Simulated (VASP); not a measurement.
# LiF (P6_3mc) in VASP: notebook

The runs below take LiF through single point, with LDA.

Everything below comes from runs of VASP 6.6.1. Logs are shortened: lines on timing, memory, paths and dates and some standing lists are left out, and cuts for length are marked.

## (1) The cell of the first run

It takes space group P6_3mc (No. 186, hexagonal). Conventional cell: a = 2.911 Å, b = 2.911 Å, c = 5.049 Å, α = 90.00°, β = 90.00°, γ = 120.00°. Li (site symmetry 3m) has 4 F at 1.77 to 1.98 Å within 2.3 Å. F (site symmetry 3m) has 4 Li at 1.77 to 1.98 Å within 2.3 Å.

## (2) Single point, LDA (9.26 Å³/atom)

Contents of INCAR:

```
PREC = Accurate
ENCUT = 520
EDIFF = 1E-6
ISMEAR = 0
SIGMA = 0.05
LREAL = False
LASPH = True
NELM = 80
ALGO = Normal
ISIF = 2
LWAVE = False
LCHARG = False
GGA = CA
NBANDS = 18
```

Contents of KPOINTS:

```
Automatic mesh
0
Gamma
  9 9 6
```

Contents of POSCAR:

```
LiF
1.0
    2.9107319654      0.0000000000      0.0000000000
   -1.4553659827      2.5207678257      0.0000000000
    0.0000000000      0.0000000000      5.0489556672
Li F
2 2
Direct
    0.3333333333      0.6666666667      0.3839784076
    0.6666666667      0.3333333333      0.8839784076
    0.3333333333      0.6666666667      0.9910195924
    0.6666666667      0.3333333333      0.4910195924
```

Potentials or basis: VASP PAW LDA potentials, release 64 (Li_sv, F).

Command:

```bash
> cat potpaw_LDA.64/Li_sv/POTCAR potpaw_LDA.64/F/POTCAR > POTCAR
> mpirun -np 1 vasp_std > vasp.out
```

OUTCAR:

```text
PREC = Accurate
   ENCUT = 520
   EDIFF = 1E-6
   ISMEAR = 0
   LREAL = False
   LASPH = True
   NELM = 80
   ISIF = 2
   GGA = CA

 ion  position               nearest neighbor table
   1  0.333  0.667  0.384-   4 1.77   4 1.77   4 1.77   3 1.98
   2  0.667  0.333  0.884-   3 1.77   3 1.77   3 1.77   4 1.98
   3  0.333  0.667  0.991-   2 1.77   2 1.77   2 1.77   1 1.98
   4  0.667  0.333  0.491-   1 1.77   1 1.77   1 1.77   2 1.98

  LATTYP: Found a hexagonal cell.
 ALAT       =     2.9107319654
 C/A-ratio  =     1.7346000000

  Lattice vectors:

 A1 = (   2.9107319654,   0.0000000000,   0.0000000000)
 A2 = (  -1.4553659827,   2.5207678257,   0.0000000000)
 A3 = (   0.0000000000,   0.0000000000,   5.0489556672)

Analysis of symmetry for initial positions (statically):
=====================================================================
 Subroutine PRICEL returns:
 Original cell was already a primitive cell.

 Routine SETGRP: Setting up the symmetry group for a
 hexagonal supercell.

 Subroutine GETGRP returns: Found 12 space group operations
 (whereof  6 operations were pure point group operations)
 out of a pool of 24 trial point group operations.

The static configuration has the point symmetry C_3v.
 The point group associated with its full space group is C_6v.

Analysis of symmetry for dynamics (positions and initial velocities):
=====================================================================
 Subroutine PRICEL returns:
 Original cell was already a primitive cell.

 Routine SETGRP: Setting up the symmetry group for a
 hexagonal supercell.

 Subroutine GETGRP returns: Found 12 space group operations
 (whereof  6 operations were pure point group operations)
 out of a pool of 24 trial point group operations.

The dynamic configuration has the point symmetry C_3v.
 The point group associated with its full space group is C_6v.

 Subroutine INISYM returns: Found 12 space group operations
 (whereof  6 operations are pure point group operations),
 and found     1 'primitive' translations

----------------------------------------------------------------------------------------

                                     Primitive cell

  volume of cell :      37.0456

  direct lattice vectors                    reciprocal lattice vectors
     2.910731965  0.000000000  0.000000000     0.343556195  0.198352262  0.000000000
    -1.455365983  2.520767826  0.000000000     0.000000000  0.396704524  0.000000000
     0.000000000  0.000000000  5.048955667     0.000000000  0.000000000  0.198060761

  length of vectors
     2.910731965  2.910731965  5.048955667     0.396704524  0.396704524  0.198060761

  position of ions in fractional coordinates (direct lattice)
     0.333333333  0.666666667  0.383978408
     0.666666667  0.333333333  0.883978408
     0.333333333  0.666666667  0.991019592
     0.666666667  0.333333333  0.491019592

  ion indices of the primitive-cell ions
   primitive index   ion index
                 1           1
                 2           2
                 3           3
                 4           4

----------------------------------------------------------------------------------------

 KPOINTS: Automatic mesh

Automatic generation of k-mesh.
 Grid dimensions read from file:
 generate k-points for:    9    9    6

 Generating k-lattice:

  Cartesian coordinates                     Fractional coordinates (reciprocal lattice)
     0.038172911  0.022039140  0.000000000     0.111111111  0.000000000  0.000000000
     0.000000000  0.044078280  0.000000000     0.000000000  0.111111111  0.000000000
     0.000000000  0.000000000  0.033010127     0.000000000  0.000000000  0.166666667

  Length of vectors
     0.044078280  0.044078280  0.033010127

  Shift w.r.t. Gamma in fractional coordinates (k-lattice)
     0.000000000  0.000000000  0.000000000

 Subroutine IBZKPT returns following result:
 ===========================================

 Found     48 irreducible k-points:

 Following reciprocal coordinates:
            Coordinates               Weight
  0.000000  0.000000  0.000000      1.000000
  0.111111  0.000000  0.000000      6.000000
  0.222222  0.000000  0.000000      6.000000
  0.333333  0.000000  0.000000      6.000000
  0.444444  0.000000  0.000000      6.000000
  0.111111  0.111111  0.000000      6.000000
[... 16 lines left out ...]
  0.333333  0.222222  0.166667     24.000000
  0.333333  0.333333  0.166667      4.000000
 [... further k-points ...]
   k-points           NKPTS =     48   k-points in BZ     NKDIM =     48   number of bands    NBANDS=     18
   number of dos      NEDOS =    301   number of ions     NIONS =      4
   total plane-waves  NPLWV =  23040
   dimension x,y,z NGX =    24 NGY =   24 NGZ =   40
   dimension x,y,z NGXF=    48 NGYF=   48 NGZF=   80
   ions per type =               2   2
   NGX,Y,Z   is equivalent  to a cutoff of  13.71, 13.71, 13.17 a.u.
[... 106 lines left out ...]
      2     -41.4799      2.00000
      3     -21.4334      2.00000
      4     -21.3135      2.00000
      5      -4.5273      2.00000
      6      -3.8617      2.00000
[... 10 lines left out ...]
     17      17.9152      0.00000
     18      18.0218      0.00000

 k-point     5 :       0.4444    0.0000    0.0000
  band No.  band energies     occupation
      1     -41.4890      2.00000
      2     -41.4729      2.00000
      3     -21.3811      2.00000
      4     -21.3138      2.00000
      5      -4.7054      2.00000
      6      -3.9780      2.00000
[... 10 lines left out ...]
     17      17.8548      0.00000
     18      18.5004      0.00000

 k-point     6 :       0.1111    0.1111    0.0000
  band No.  band energies     occupation
      1     -41.5343      2.00000
      2     -41.4965      2.00000
      3     -21.5120      2.00000
      4     -21.3326      2.00000
      5      -4.6812      2.00000
      6      -3.3172      2.00000
[... 10 lines left out ...]
     17      18.4378      0.00000
     18      18.7274      0.00000

 k-point     7 :       0.2222    0.1111    0.0000
  band No.  band energies     occupation
      1     -41.5131      2.00000
      2     -41.4840      2.00000
      3     -21.4555      2.00000
      4     -21.3166      2.00000
      5      -4.4746      2.00000
      6      -3.8797      2.00000
[... 10 lines left out ...]
     17      18.1620      0.00000
     18      18.9167      0.00000

 k-point     8 :       0.3333    0.1111    0.0000
  band No.  band energies     occupation
      1     -41.4931      2.00000
      2     -41.4743      2.00000
      3     -21.3961      2.00000
      4     -21.3101      2.00000
      5      -4.5782      2.00000
      6      -4.0174      2.00000
[... 10 lines left out ...]
     17      17.4237      0.00000
     18      19.0235      0.00000
[... 229 lines left out ...]
     17      18.0935      0.00000
     18      18.6184      0.00000

 k-point    20 :       0.3333    0.1111    0.1667
  band No.  band energies     occupation
      1     -41.4918      2.00000
      2     -41.4756      2.00000
      3     -21.3908      2.00000
      4     -21.3164      2.00000
      5      -4.5482      2.00000
      6      -4.0496      2.00000
[... 10 lines left out ...]
     17      17.5085      0.00000
     18      18.8113      0.00000

 k-point    21 :       0.4444    0.1111    0.1667
  band No.  band energies     occupation
      1     -41.4833      2.00000
      2     -41.4724      2.00000
      3     -21.3621      2.00000
      4     -21.3185      2.00000
      5      -4.7007      2.00000
      6      -4.0668      2.00000
[... 10 lines left out ...]
     17      16.9817      0.00000
     18      19.0003      0.00000

 k-point    22 :       0.2222    0.2222    0.1667
  band No.  band energies     occupation
      1     -41.4934      2.00000
      2     -41.4762      2.00000
      3     -21.3960      2.00000
      4     -21.3150      2.00000
      5      -4.3651      2.00000
      6      -4.2217      2.00000
[... 10 lines left out ...]
     17      17.5523      0.00000
     18      19.3180      0.00000

 k-point    23 :       0.3333    0.2222    0.1667
  band No.  band energies     occupation
      1     -41.4802      2.00000
      2     -41.4715      2.00000
      3     -21.3536      2.00000
      4     -21.3154      2.00000
      5      -4.6643      2.00000
      6      -4.0515      2.00000
[... 10 lines left out ...]
     17      16.7047      0.00000
     18      19.4177      0.00000

 k-point    24 :       0.3333    0.3333    0.1667
  band No.  band energies     occupation
      1     -41.4727      2.00000
      2     -41.4727      2.00000
      3     -21.3265      2.00000
      4     -21.3265      2.00000
      5      -4.7367      2.00000
      6      -3.9569      2.00000
[... 10 lines left out ...]
     17      16.2201      0.00000
     18      19.6133      0.00000

 [... further k-points ...]

------------------------ aborting loop because EDIFF is reached ----------------------------------------

  FORCE on cell =-STRESS in cart. coord.  units (eV):
  Direction    XX          YY          ZZ          XY          YZ          ZX
  --------------------------------------------------------------------------------------
  -------------------------------------------------------------------------------------
  Total        1.2548894      1.2548894     -1.4349108      0.0000000      0.0000000      0.0000000
  in kB       54.2724471     54.2724471    -62.0581562      0.0000000      0.0000000      0.0000000
  external PRESSURE =      15.4955793 kB  Pullay stress =       0.0000000 kB

 VOLUME and BASIS-vectors are now :
 -----------------------------------------------------------------------------
  energy-cutoff  :      520.00
  volume of cell :       37.05
      direct lattice vectors                 reciprocal lattice vectors
     2.910731965  0.000000000  0.000000000     0.343556195  0.198352262  0.000000000
    -1.455365983  2.520767826  0.000000000     0.000000000  0.396704524  0.000000000
     0.000000000  0.000000000  5.048955667     0.000000000  0.000000000  0.198060761

 POSITION                                       TOTAL-FORCE (eV/Angst)
 -----------------------------------------------------------------------------------
     -0.00000      1.68051      1.93869         0.000000      0.000000     -0.398912
      1.45537      0.84026      4.46317        -0.000000      0.000000     -0.398912
     -0.00000      1.68051      5.00361        -0.000000      0.000000      0.398912
      1.45537      0.84026      2.47914         0.000000      0.000000      0.398912
 -----------------------------------------------------------------------------------
    total drift:                                0.000000      0.000001      0.000907

  FREE ENERGIE OF THE ION-ELECTRON SYSTEM (eV)
  ---------------------------------------------------
  free  energy   TOTEN  =       -20.6988204433 eV

  energy  without entropy=      -20.6988204433  energy(sigma->0) =      -20.69882044
```

Wall time 21 s (1 thread of Intel Xeon Platinum 8175M at 2.50GHz (Skylake/Cascade Lake), shared host); peak memory 0.15 GiB.

What came out:

* Free energy: -20.6988 eV
* Largest force: 0.399 eV/Å
* Band gap on the k mesh: 7.93 eV

Forces in eV/Å, atoms in the order of the input:
```
Li   0.000  0.000 -0.399
Li   0.000  0.000 -0.399
F    0.000  0.000  0.399
F    0.000  0.000  0.399
```

Caveat: the cutoff is under 1.25 times the usual one of these potentials, so pressure, stress and relaxed cells hold a basis-set (Pulay) error. A k mesh can miss the band edges.

## (3) Single point, LDA (9.26 Å³/atom)

Contents of INCAR:

```
ALGO     = Normal         # electronic algorithm
EDIFF    = 1E-6           # SCF threshold, eV
ENCUT    = 520            # plane-wave cutoff, eV
GGA      = CA             # functional
ISIF     = 2              # what is computed and relaxed
ISMEAR   = 0              # smearing method
LASPH    = True           # aspherical terms in the spheres
LCHARG   = False          # write CHGCAR
LREAL    = False          # projectors in reciprocal space
LWAVE    = False          # write WAVECAR
NBANDS   = 18             # bands
NELM     = 100            # most SCF steps
PREC     = Accurate       # precision mode
SIGMA    = 0.05           # smearing width, eV
```

Contents of KPOINTS:

```
k-points
0
Gamma
  9 9 6
```

Contents of POSCAR:

```
LiF
1.0
    3.1040326667      0.0000000000      0.0000000000
   -1.5520163333      2.6881711435      0.0000000000
    0.0000000000      0.0000000000      4.4396979232
Li F
2 2
Direct
    0.3333333333      0.6666666667      0.3839784076
    0.6666666667      0.3333333333      0.8839784076
    0.3333333333      0.6666666667      0.9910195924
    0.6666666667      0.3333333333      0.4910195924
```

Potentials or basis: VASP PAW LDA potentials, release 64 (Li_sv, F).

Command:

```bash
> cat potpaw_LDA.64/Li_sv/POTCAR potpaw_LDA.64/F/POTCAR > POTCAR
> mpirun -np 1 vasp_std > vasp.out
```

Run time: 22 s. Hardware: 1 thread of Intel Xeon Platinum 8175M at 2.50GHz (Skylake/Cascade Lake), shared host; peak memory 0.14 GiB.

Results (log left out):

```
Free energy            : -20.7663 eV
Largest force          : 0.426 eV/Å
Band gap on the k mesh : 7.74 eV
```

Forces on the atoms (eV/Å):
```
Li   0.000  0.000  0.426
Li   0.000  0.000  0.426
F    0.000  0.000 -0.426
F    0.000  0.000 -0.426
```

Levels at points of the mesh, in eV from the valence-band top:
```csv
k point,band 8,band 9,band 10,band 11,band 12,band 13
"(0.00, 0.00, 0.00)",-0.29,-0.29,0.00,7.74,12.62,16.01
"(0.00, 0.00, 0.50)",-0.55,-0.55,-0.55,9.61,9.61,18.03
```

Caveat: the cutoff is under 1.25 times the usual one of these potentials, so pressure, stress and relaxed cells hold a basis-set (Pulay) error.

## (4) Single point, LDA (9.26 Å³/atom)

Contents of INCAR:

```
SYSTEM = LiF
PREC = Accurate ; ENCUT = 520
EDIFF = 1E-7 ; ISMEAR = 0
SIGMA = 0.05 ; LREAL = .False.
LASPH = .True. ; NELM = 100
ALGO = Normal ; ISIF = 2
LWAVE = .False. ; LCHARG = .True.
LELF = .True. ; LVHAR = .True.
NBANDS = 18
```

Contents of KPOINTS:

```
Automatic mesh
0
Gamma
  9 9 6
  0 0 0
```

Contents of POSCAR:

```
LiF
1.0
    3.0058406413      0.0000000000      0.0000000000
   -1.5029203206      2.6031343551      0.0000000000
    0.0000000000      0.0000000000      4.7344995941
Li F
2 2
Direct
    0.3333333333      0.6666666667      0.3839784076
    0.6666666667      0.3333333333      0.8839784076
    0.3333333333      0.6666666667      0.9910195924
    0.6666666667      0.3333333333      0.4910195924
```

Command:

```bash
> cat potpaw_LDA.64/Li_sv/POTCAR potpaw_LDA.64/F/POTCAR > POTCAR
> mpirun -np 1 vasp_std > vasp.out
```

It took 24 s on 1 thread of Intel Xeon Platinum 8175M at 2.50GHz (Skylake/Cascade Lake), shared host; peak memory 0.14 GiB.

The run converged. Its results:

- Free energy: -20.8052 eV
- Largest force: 0.105 eV/Å
- Band gap on the k mesh: 7.85 eV

Forces on the atoms (eV/Å):
```
Li   0.000  0.000 -0.105
Li   0.000  0.000 -0.105
F    0.000  0.000  0.105
F    0.000  0.000  0.105
```

Levels at points of the mesh, in eV from the valence-band top:
| k point | band 8 | band 9 | band 10 | band 11 | band 12 | band 13 |
| --- | --- | --- | --- | --- | --- | --- |
| (0.00, 0.00, 0.00) | -0.21 | -0.21 | 0.00 | 7.85 | 12.11 | 15.60 |
| (0.00, 0.00, 0.50) | -0.38 | -0.38 | -0.38 | 9.58 | 9.58 | 17.73 |

Caveat: the cutoff is under 1.25 times the usual one of these potentials, so pressure, stress and relaxed cells hold a basis-set (Pulay) error. A k mesh can miss the band edges.

## (5) Single point, LDA (9.26 Å³/atom)

Contents of INCAR:

```
  ALGO = Normal
  EDIFF = 1E-6
  ENCUT = 520
  ISIF = 2
  ISMEAR = 0
  LASPH = True
  LCHARG = False
  LREAL = False
  LWAVE = False
  NBANDS = 18
  NELM = 100
  PREC = Accurate
  SIGMA = 0.05
```

Contents of KPOINTS:

```
k-points
0
Gamma
  9 9 6
```

Contents of POSCAR:

```
LiF
1.0
    3.0545793406      0.0000000000      0.0000000000
   -1.5272896703      2.6453433068      0.0000000000
    0.0000000000      0.0000000000      4.5846181323
Li F
2 2
Direct
    0.3333333333      0.6666666667      0.3839784076
    0.6666666667      0.3333333333      0.8839784076
    0.3333333333      0.6666666667      0.9910195924
    0.6666666667      0.3333333333      0.4910195924
```

Command:

```bash
> cat potpaw_LDA.64/Li_sv/POTCAR potpaw_LDA.64/F/POTCAR > POTCAR
> mpirun -np 1 vasp_std > vasp.out
```

Wall time 20 s (1 thread of Intel Xeon 8259CL, shared host); peak memory 0.15 GiB.

Results (log left out):

```yaml
Free_energy: -20.8055 eV
Largest_force: 0.124 eV/Å
Band_gap_on_the_k_mesh: 7.79 eV
```

Forces on the atoms (eV/Å):
```
Li   0.000  0.000  0.124
Li   0.000  0.000  0.124
F    0.000  0.000 -0.124
F    0.000  0.000 -0.124
```

Levels at points of the mesh, in eV from the valence-band top:
```csv
k point,band 8,band 9,band 10,band 11,band 12,band 13
"(0.00, 0.00, 0.00)",-0.26,-0.26,0.00,7.79,12.35,15.78
"(0.00, 0.00, 0.50)",-0.48,-0.48,-0.48,9.59,9.59,18.08
```

Caveat: the cutoff is under 1.25 times the usual one of these potentials, so pressure, stress and relaxed cells hold a basis-set (Pulay) error. A k mesh can miss the band edges.

## (6) Summary

| cell | gap on the mesh (eV) | largest force (eV/Å) |
| --- | --- | --- |
| a = 2.911, b = 2.911, c = 5.049 Å, angles 90.0, 90.0, 120.0°, 4 atoms | 7.93 | 0.40 |
| a = 3.104, b = 3.104, c = 4.440 Å, angles 90.0, 90.0, 120.0°, 4 atoms | 7.74 | 0.43 |
| a = 3.006, b = 3.006, c = 4.734 Å, angles 90.0, 90.0, 120.0°, 4 atoms | 7.85 | 0.10 |
| a = 3.055, b = 3.055, c = 4.585 Å, angles 90.0, 90.0, 120.0°, 4 atoms | 7.79 | 0.12 |

Alike in all rows: task single point; level LDA; potentials or basis VASP PAW LDA potentials, release 64 (Li_sv, F); no spin polarisation; k mesh 9 × 9 × 6; cutoff (eV) 520; smearing gaussian 0.05 eV.

Caveats: the cutoff is under 1.25 times the usual one of these potentials, so pressure, stress and relaxed cells hold a basis-set (Pulay) error.

Absolute energies hang on the potentials; compare differences alone.
